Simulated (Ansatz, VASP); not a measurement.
Given: the input of a run of VASP 6.6.1 on Co.

File INCAR:

```
SYSTEM = Co
ALGO = Normal
EDIFF = 1E-6
ENCUT = 520
ISIF = 2
ISMEAR = -1
ISPIN = 2
LASPH = .True.
LCHARG = .False.
LMAXMIX = 4
LORBIT = 11
LREAL = .False.
LWAVE = .False.
MAGMOM = 2 2 2 2
NBANDS = 30
NELM = 150
PREC = Accurate
SIGMA = 0.05
```

KPOINTS

```
k-points
0
Gamma
  12 12 4
  0 0 0
```

The input POSCAR:

```
Co
1.0
    2.4869235940      0.0000000000      0.0000000000
   -1.2434617971      2.1537390097      0.0000000000
    0.0000000000      0.0000000000      8.1417998233
Co
4
Direct
    0.6666666667      0.3333333333      0.7500000000
    0.0000000000      0.0000000000      0.5000000000
    0.3333333333      0.6666666667      0.2500000000
    0.0000000000      0.0000000000      0.0000000000
```

Potentials or basis: VASP PAW LDA potentials, release 64 (Co).

The run is started by

```bash
$ cat potpaw_LDA.64/Co/POTCAR > POTCAR
$ mpirun -np 1 vasp_std > vasp.out
```

Task: Set up the same calculation for Ansatz 0.2.0. Potentials there: all-electron LAPW, scalar-relativistic.

Result: As run (the cutoff follows the program's own potentials):

input.yaml

```yaml
crystal:
  lattice:
    - [2.486923594, 0.0, 0.0]
    - [-1.2434617971, 2.1537390097, 0.0]
    - [0.0, 0.0, 8.1417998233]
  atoms:
    - { symbol: Co, position: [0.6666666667, 0.3333333333, 0.75], spin: 2.0 }
    - { symbol: Co, position: [0.0, 0.0, 0.5], spin: 2.0 }
    - { symbol: Co, position: [0.3333333333, 0.6666666667, 0.25], spin: 2.0 }
    - { symbol: Co, position: [0.0, 0.0, 0.0], spin: 2.0 }
kpoints:
  mp_grid: { grid: [12, 12, 4] }
scf:
  occupations: { method: fermi_dirac, width: 0.05 }
hamiltonian:
  xc: lda
  pseudopotentials: { kind: all_electron, lapw: { basis_error: 0.002 } }
magnetization:
  spin_polarized: true
output:
  forces: true
  stress: true
  eigenvalues: true
```

Potentials or basis: all-electron LAPW, scalar-relativistic.

Launch:

```bash
$ ansatz run input.yaml --threads 4 --pin off --max-ram 12288MiB --backend cpu --events-out ev --progress --plain --runs-dir out
```

Both were run:

|  | VASP | Ansatz | Ansatz less VASP |
| --- | --- | --- | --- |
| gap on the k mesh at the Fermi level (eV) | none | none | - |
| pressure (GPa) | -19.2 | -18.2 | +1.03 |
| traceless stress, the component that is largest in VASP (GPa) | -2.12 | -2.42 | -0.300 |
| net moment per atom (μB) | 1.57 | 1.62 | +0.050 |
| size of the moment on the site where the two differ most (μB) | 1.56 | 1.65 | +0.083 |

LDA's correlation is that of Perdew and Zunger in VASP and of Perdew and Wang (1992) in Ansatz. Site moments also hang on the region over which each program counts them. A gap of «none» marks a metal or a gap that the smearing closes. Ansatz ran all-electron here, and VASP with PAW potentials.
